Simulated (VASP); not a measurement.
# MgS (I4/mmm) in VASP: further runs

The runs below take MgS through single point, with LDA.

Everything below comes from runs of VASP 6.6.1. Logs are shortened: lines on timing, memory, paths and dates and some standing lists are left out, and cuts for length are marked.

### 1 The cell of the first run

The structure is tetragonal, space group I4/mmm (No. 139). The conventional cell has a = 3.587 Å, b = 3.587 Å, c = 5.333 Å, α = 90.00°, β = 90.00°, γ = 90.00°. Within 3.3 Å of Mg (site symmetry 4/mmm) lie 6 S at 2.54 to 2.67 Å. Within 3.3 Å of S (site symmetry 4/mmm) lie 6 Mg at 2.54 to 2.67 Å.

### 2 Single point, LDA (strain -0.025 along x and y, +0.025 along z)

Input file INCAR:

```
SYSTEM = MgS
PREC = Accurate ; ENCUT = 520
EDIFF = 1E-7 ; ISMEAR = 0
SIGMA = 0.05 ; LREAL = .FALSE.
LASPH = .TRUE. ; NELM = 60
ALGO = Normal ; ISIF = 2
LWAVE = .FALSE. ; LCHARG = .FALSE.
NBANDS = 11
```

Input file KPOINTS:

```
Automatic mesh
0
G
  8 8 8
  0 0 0
```

Input file POSCAR:

```
MgS
1.0
    0.0000000000      2.5366087500      2.6666912500
    2.5366087500      0.0000000000      2.6666912500
    2.5366087500      2.5366087500      0.0000000000
Mg S
1 1
Direct
    0.0000000000      0.0000000000      0.0000000000
    0.5000000000      0.5000000000      0.5000000000
```

Potentials or basis: VASP PAW LDA potentials, release 64 (Mg, S).

Started as:

```console
cat potpaw_LDA.64/Mg/POTCAR potpaw_LDA.64/S/POTCAR > POTCAR
mpirun -np 1 vasp_std > vasp.out
```

OUTCAR:

```text
SYSTEM = MgS
   PREC = Accurate
   ENCUT = 520
   EDIFF = 1E-7
   ISMEAR = 0
   LREAL = .FALSE.
   LASPH = .TRUE.
   NELM = 60
   ISIF = 2

 ion  position               nearest neighbor table
   1  0.000  0.000  0.000-   2 2.54   2 2.54   2 2.54   2 2.54   2 2.67   2 2.67
   2  0.500  0.500  0.500-   1 2.54   1 2.54   1 2.54   1 2.54   1 2.67   1 2.67

  LATTYP: Found a body centered tetragonal cell.
 ALAT       =     3.5873064967
 C/A-ratio  =     1.4867373348

  Lattice vectors:

 A1 = (  -2.5366087500,   0.0000000000,   2.6666912500)
 A2 = (   2.5366087500,   0.0000000000,   2.6666912500)
 A3 = (   0.0000000000,   2.5366087500,  -2.6666912500)

Analysis of symmetry for initial positions (statically):
=====================================================================
 Subroutine PRICEL returns:
 Original cell was already a primitive cell.

 Routine SETGRP: Setting up the symmetry group for a
 body centered tetragonal supercell.

 Subroutine GETGRP returns: Found 16 space group operations
 (whereof 16 operations were pure point group operations)
 out of a pool of 16 trial point group operations.

The static configuration has the point symmetry D_4h.

Analysis of symmetry for dynamics (positions and initial velocities):
=====================================================================
 Subroutine PRICEL returns:
 Original cell was already a primitive cell.

 Routine SETGRP: Setting up the symmetry group for a
 body centered tetragonal supercell.

 Subroutine GETGRP returns: Found 16 space group operations
 (whereof 16 operations were pure point group operations)
 out of a pool of 16 trial point group operations.

The dynamic configuration has the point symmetry D_4h.

 Subroutine INISYM returns: Found 16 space group operations
 (whereof 16 operations are pure point group operations),
 and found     1 'primitive' translations

----------------------------------------------------------------------------------------

                                     Primitive cell

  volume of cell :      34.3170

  direct lattice vectors                    reciprocal lattice vectors
     0.000000000  2.536608750  2.666691250    -0.197113567  0.197113567  0.187498272
     2.536608750  0.000000000  2.666691250     0.197113567 -0.197113567  0.187498272
     2.536608750  2.536608750  0.000000000     0.197113567  0.197113567 -0.187498272

  length of vectors
     3.680438313  3.680438313  3.587306497     0.335951066  0.335951066  0.335951066

  position of ions in fractional coordinates (direct lattice)
     0.000000000  0.000000000  0.000000000
     0.500000000  0.500000000  0.500000000

  ion indices of the primitive-cell ions
   primitive index   ion index
                 1           1
                 2           2

----------------------------------------------------------------------------------------

 KPOINTS: Automatic mesh

Automatic generation of k-mesh.
 Grid dimensions read from file:
 generate k-points for:    8    8    8

 Generating k-lattice:

  Cartesian coordinates                     Fractional coordinates (reciprocal lattice)
    -0.024639196  0.024639196  0.023437284     0.125000000 -0.000000000  0.000000000
     0.024639196 -0.024639196  0.023437284    -0.000000000  0.125000000  0.000000000
     0.024639196  0.024639196 -0.023437284     0.000000000  0.000000000  0.125000000

  Length of vectors
     0.041993883  0.041993883  0.041993883

  Shift w.r.t. Gamma in fractional coordinates (k-lattice)
     0.000000000  0.000000000  0.000000000

 Subroutine IBZKPT returns following result:
 ===========================================

 Found     59 irreducible k-points:

 Following reciprocal coordinates:
            Coordinates               Weight
  0.000000  0.000000  0.000000      1.000000
  0.125000 -0.000000  0.000000      8.000000
  0.250000 -0.000000  0.000000      8.000000
  0.375000 -0.000000  0.000000      8.000000
  0.500000 -0.000000  0.000000      4.000000
  0.125000  0.125000  0.000000      2.000000
[... 16 lines left out ...]
  0.250000 -0.000000  0.125000     16.000000
  0.375000  0.000000  0.125000     16.000000
 [... further k-points ...]
   k-points           NKPTS =     59   k-points in BZ     NKDIM =     59   number of bands    NBANDS=     11
   number of dos      NEDOS =    301   number of ions     NIONS =      2
   total plane-waves  NPLWV =  21952
   dimension x,y,z NGX =    28 NGY =   28 NGZ =   28
   dimension x,y,z NGXF=    56 NGYF=   56 NGZF=   56
   ions per type =               1   1
   NGX,Y,Z   is equivalent  to a cutoff of  12.65, 12.65, 12.98 a.u.
   NGXF,Y,Z  is equivalent  to a cutoff of  25.30, 25.30, 25.95 a.u.
 SYSTEM =  MgS
   PREC   = accura    normal or accurate (medium, high low for compatibility)
   ISTART =      0    job   : 0-new  1-cont  2-samecut
   ICHARG =      2    charge: 1-file 2-atom 10-const
   ISPIN  =      1    spin polarized calculation?
   LNONCOLLINEAR =      F non collinear calculations
   LSORBIT =      F    spin-orbit coupling
   LASPH  =      T    aspherical Exc in radial PAW
   ENCUT  =  520.0 eV  38.22 Ry    6.18 a.u.   6.84  6.84  6.67*2*pi/ulx,y,z
   NELM   =     60;   NELMIN=  2; NELMDL= -5     # of ELM steps
   EDIFF  = 0.1E-06   stopping-criterion for ELM
   LREAL  =      F    real-space projection
   EDIFFG = 0.1E-05   stopping-criterion for IOM
   NSW    =      0    number of steps for IOM
   IBRION =     -1    ionic relax: 0-MD 1-quasi-New 2-CG
   NFREE  =      0    steps in history (QN), initial steepest desc. (CG)
   ISIF   =      2    stress and relaxation
   ISYM   =      2    0-nonsym 1-usesym 2-fastsym
   POTIM  = 0.5000    time-step for ionic-motion
   TEBEG  =    0.0;   TEEND  =   0.0 temperature during run
   PSTRESS=    0.0 pullay stress
   NELECT =       8.0000    total number of electrons
   NUPDOWN=      -1.0000    fix difference up-down
   EMIN   =  10.00;   EMAX   =-10.00  energy-range for DOS
   EFERMI =   0.00;   METHOD = LEGACY
   ISMEAR =     0;   SIGMA  =   0.05  broadening in eV -4-tet -1-fermi 0-gaus
   EFERMI_NEDOS =   21; number of points for ismear=-14 and -15
   IALGO  =     38    algorithm
   IMIX   =      4    mixing-type and parameters
     AMIX     =   0.40;   BMIX     =  1.00
     AMIX_MAG =   1.60;   BMIX_MAG =  1.00
  volume/ion in A,a.u.               =      17.16       115.79
  Fermi-wavevector in a.u.,A,eV,Ry     =   1.007554  1.904001 13.812155  1.015165
  Thomas-Fermi vector in A             =   2.140366
   LORBIT       =      0    0 simple, 1 ext, 2 COOP (PROOUT), +10 PAW based schemes
   GGA     = CA    functional components
   LHFCALC =     F    Hartree Fock is set to
   AEXX    =    0.0000 exact exchange contribution
   IVDW    =     0    specifies the selected vdW correction
   LEPSILON=     F    determine dielectric tensor
   LRPA    =     F    only Hartree local field effects (RPA)
 non-spin polarized calculation
 Gauss-broadening in eV      SIGMA  =   0.05
  energy-cutoff  :      520.00
  volume of cell :       34.32
 maximum number of plane-waves:       942
   NGX = 13   NGY = 13   NGZ = 13

 number of electron       7.9999998 magnetization

 Free energy of the ion-electron system (eV)
  ---------------------------------------------------
  ext. energy  EPLUGINS =         0.00000000
  ---------------------------------------------------
  free energy    TOTEN  =        -9.56874591 eV

  energy without entropy =       -9.56874591  energy(sigma->0) =       -9.56874591

 E-fermi :   4.1822     XC(G=0): -10.0917

 val. band max:        3.9418223899   @ k =   0.0000   0.0000   0.0000
 cond. band min:       6.3560718598   @ k =   0.5000   0.0000   0.5000
 fundamental gap:      2.4142494698
 Fermi energy:         4.1821941759

 k-point     1 :       0.0000    0.0000    0.0000
  band No.  band energies     occupation
      1      -8.9822      2.00000
      2       3.7434      2.00000
      3       3.7434      2.00000
      4       3.9418      2.00000
      5       7.5101      0.00000
      6      11.2977      0.00000
      7      11.8265      0.00000
      8      11.8265      0.00000
      9      13.7418      0.00000
     10      14.4574      0.00000
     11      15.9965      0.00000

 k-point     2 :       0.1250   -0.0000    0.0000
  band No.  band energies     occupation
      1      -8.8224      2.00000
      2       2.7062      2.00000
      3       3.6618      2.00000
      4       3.7508      2.00000
      5       8.3149      0.00000
      6      11.3052      0.00000
      7      11.7085      0.00000
      8      12.1083      0.00000
      9      13.1912      0.00000
     10      13.7175      0.00000
     11      16.3324      0.00000

 k-point     3 :       0.2500   -0.0000    0.0000
  band No.  band energies     occupation
      1      -8.3875      2.00000
      2       0.8834      2.00000
      3       3.4538      2.00000
      4       3.4831      2.00000
      5       8.6752      0.00000
      6      11.2166      0.00000
      7      11.8275      0.00000
      8      12.1081      0.00000
      9      14.0079      0.00000
     10      14.0776      0.00000
     11      15.6532      0.00000

 k-point     4 :       0.3750   -0.0000    0.0000
  band No.  band energies     occupation
      1      -7.8499      2.00000
      2      -0.6254      2.00000
      3       3.1996      2.00000
      4       3.3254      2.00000
      5       8.3455      0.00000
      6      10.6081      0.00000
      7      11.1291      0.00000
      8      13.6212      0.00000
      9      15.2966      0.00000
     10      15.9714      0.00000
     11      16.1742      0.00000
[... 239 lines left out ...]
 k-point    22 :       0.1250    0.0000    0.1250
  band No.  band energies     occupation
      1      -8.7611      2.00000
      2       2.7042      2.00000
      3       3.3401      2.00000
      4       3.6062      2.00000
      5       8.6724      0.00000
      6      10.7485      0.00000
      7      12.1266      0.00000
      8      12.3631      0.00000
      9      12.4716      0.00000
     10      14.1957      0.00000
     11      16.7124      0.00000

 k-point    23 :       0.2500   -0.0000    0.1250
  band No.  band energies     occupation
      1      -8.4117      2.00000
      2       1.3448      2.00000
      3       3.0970      2.00000
      4       3.2891      2.00000
      5       9.2455      0.00000
      6      10.5257      0.00000
      7      11.3175      0.00000
      8      12.3614      0.00000
      9      13.5122      0.00000
     10      14.7797      0.00000
     11      17.0168      0.00000

 k-point    24 :       0.3750    0.0000    0.1250
  band No.  band energies     occupation
      1      -7.8990      2.00000
      2      -0.1428      2.00000
      3       2.8765      2.00000
      4       2.9486      2.00000
      5       8.9207      0.00000
      6      10.4748      0.00000
      7      11.6396      0.00000
      8      12.0425      0.00000
      9      15.1492      0.00000
     10      16.7082      0.00000
     11      16.8295      0.00000

 [... further k-points ...]
[... 5 lines left out ...]
  --------------------------------------------------------------------------------------
  -------------------------------------------------------------------------------------
  Total        0.0371048      0.0371048     -1.0675997      0.0000000     -0.0000000     -0.0000000
  in kB        1.7323327      1.7323327    -49.8435907      0.0000000     -0.0000000     -0.0000000
  external PRESSURE =     -15.4596418 kB  Pullay stress =       0.0000000 kB

 VOLUME and BASIS-vectors are now :
 -----------------------------------------------------------------------------
  energy-cutoff  :      520.00
  volume of cell :       34.32
      direct lattice vectors                 reciprocal lattice vectors
     0.000000000  2.536608750  2.666691250    -0.197113567  0.197113567  0.187498272
     2.536608750  0.000000000  2.666691250     0.197113567 -0.197113567  0.187498272
     2.536608750  2.536608750  0.000000000     0.197113567  0.197113567 -0.187498272

 POSITION                                       TOTAL-FORCE (eV/Angst)
 -----------------------------------------------------------------------------------
      0.00000      0.00000      0.00000        -0.000000      0.000000      0.000000
      2.53661      2.53661      2.66669         0.000000     -0.000000      0.000000
 -----------------------------------------------------------------------------------
    total drift:                                0.000000      0.000000      0.000000

  FREE ENERGIE OF THE ION-ELECTRON SYSTEM (eV)
  ---------------------------------------------------
  free  energy   TOTEN  =        -9.5687459083 eV

  energy  without entropy=       -9.5687459083  energy(sigma->0) =       -9.56874591
```

It took 8.7 s on 1 thread of Intel Xeon 6975P-C (Granite Rapids), shared host; peak memory 0.15 GiB.

Results:

```yaml
Free_energy: -9.5687 eV
Pressure: -1.5 GPa
Band_gap_on_the_k_mesh: 2.41 eV, indirect (least direct gap 3.57 eV)
```

Stress tensor (GPa, compression positive):
```
 0.17  0.00  0.00
 0.00  0.17  0.00
 0.00  0.00 -4.98
```

Caveat: the cell differs from its parent crystal (strain -0.025 along x and y, +0.025 along z). A k mesh can miss the band edges.

### 3 Single point, LDA (strain +0.000 along x and y, +0.025 along z)

Input file INCAR:

```
PREC = Accurate
ENCUT = 520
EDIFF = 1E-6
ISMEAR = 0
SIGMA = 0.05
LREAL = F
LASPH = T
NELM = 80
ALGO = Normal
ISIF = 2
LWAVE = F
LCHARG = T
LELF = T
LVHAR = T
NBANDS = 11
```

Input file KPOINTS:

```
regular mesh
0
Gamma
  8 8 8
```

Input file POSCAR:

```
MgS
1.0
    0.0000000000      2.6016500000      2.6666912500
    2.6016500000      0.0000000000      2.6666912500
    2.6016500000      2.6016500000      0.0000000000
Mg S
1 1
Direct
    0.0000000000      0.0000000000      0.0000000000
    0.5000000000      0.5000000000      0.5000000000
```

Potentials or basis: VASP PAW LDA potentials, release 64 (Mg, S).

Started as:

```console
cat potpaw_LDA.64/Mg/POTCAR potpaw_LDA.64/S/POTCAR > POTCAR
mpirun -np 1 vasp_std > vasp.out
```

Run time: 9.5 s. Hardware: 1 thread of Intel Xeon 6975P-C (Granite Rapids), shared host; peak memory 0.15 GiB.

It converged, with:

```yaml
Free_energy: -9.5423 eV
Pressure: -5.4 GPa
Band_gap_on_the_k_mesh: 2.40 eV, indirect (least direct gap 3.23 eV)
```

Stress tensor (GPa, compression positive):
```
-4.73  0.00  0.00
 0.00 -4.73  0.00
 0.00  0.00 -6.66
```

Levels at points of the mesh, in eV from the valence-band top:
```tsv
k point	band 1	band 2	band 3	band 4	band 5	band 6	band 7	band 8
(0.00, 0.00, 0.00)	-12.57	-0.11	-0.11	0.00	3.23	7.62	7.87	7.87
(0.50, 0.00, 0.00)	-11.30	-4.85	-0.67	-0.60	4.26	6.53	6.77	9.51
(0.50, 0.50, 0.00)	-11.00	-4.21	-1.65	-1.65	2.53	4.31	11.31	12.58
(0.50, 0.00, 0.50)	-10.91	-4.19	-1.86	-1.65	2.40	4.23	11.57	12.39
```

Caveat: the cell differs from its parent crystal (strain +0.000 along x and y, +0.025 along z). A k mesh can miss the band edges.

### 4 Single point, LDA (strain +0.000 along x and y, +0.050 along z)

Input file INCAR:

```
SYSTEM = MgS
ALGO = Normal
EDIFF = 1E-6
ENCUT = 520
ISIF = 2
ISMEAR = 0
LASPH = .TRUE.
LCHARG = .FALSE.
LREAL = .FALSE.
LWAVE = .FALSE.
NBANDS = 11
NELM = 60
PREC = Accurate
SIGMA = 0.05
```

Input file KPOINTS:

```
k-points
0
G
  8 8 8
  0 0 0
```

Input file POSCAR:

```
MgS
1.0
    0.0000000000      2.6016500000      2.7317325000
    2.6016500000      0.0000000000      2.7317325000
    2.6016500000      2.6016500000      0.0000000000
Mg S
1 1
Direct
    0.0000000000      0.0000000000      0.0000000000
    0.5000000000      0.5000000000      0.5000000000
```

Started as:

```console
cat potpaw_LDA.64/Mg/POTCAR potpaw_LDA.64/S/POTCAR > POTCAR
mpirun -np 1 vasp_std > vasp.out
```

Run time: 9.5 s. Hardware: 1 thread of Intel Xeon 6975P-C (Granite Rapids), shared host; peak memory 0.15 GiB.

It converged, with:

| Item | Value |
| --- | --- |
| Free energy | -9.5002 eV |
| Pressure | -6.5 GPa |
| Band gap on the k mesh | 2.27 eV, indirect (least direct gap 3.00 eV) |

Stress tensor (GPa, compression positive):
```
-5.51  0.00  0.00
 0.00 -5.51  0.00
 0.00  0.00 -8.63
```

Levels at points of the mesh, in eV from the valence-band top:
| k point | band 1 | band 2 | band 3 | band 4 | band 5 | band 6 | band 7 | band 8 |
| --- | --- | --- | --- | --- | --- | --- | --- | --- |
| (0.00, 0.00, 0.00) | -12.50 | -0.20 | -0.20 | 0.00 | 3.00 | 7.42 | 7.92 | 7.92 |
| (0.50, 0.00, 0.00) | -11.29 | -4.79 | -0.74 | -0.60 | 4.15 | 6.37 | 6.81 | 9.21 |
| (0.50, 0.50, 0.00) | -11.07 | -4.15 | -1.59 | -1.59 | 2.51 | 4.38 | 10.84 | 12.43 |
| (0.50, 0.00, 0.50) | -10.89 | -4.12 | -2.00 | -1.58 | 2.27 | 4.22 | 11.36 | 11.75 |

Caveat: the cell differs from its parent crystal (strain +0.000 along x and y, +0.050 along z). A k mesh can miss the band edges.

### 5 The runs side by side

```csv
cell,gap on the mesh (eV),pressure (GPa)
"a = 3.680, b = 3.680, c = 3.587 Å, angles 60.8, 60.8, 58.3°, 2 atoms",2.41,-1.5
"a = 3.726, b = 3.726, c = 3.679 Å, angles 60.4, 60.4, 59.2°, 2 atoms",2.40,-5.4
"a = 3.772, b = 3.772, c = 3.679 Å, angles 60.8, 60.8, 58.4°, 2 atoms",2.27,-6.5
```

Alike in all rows: task single point; level LDA; potentials or basis VASP PAW LDA potentials, release 64 (Mg, S); no spin polarisation; k mesh 8 × 8 × 8; cutoff (eV) 520; smearing gaussian 0.05 eV.

Absolute energies hang on the potentials; compare differences alone.
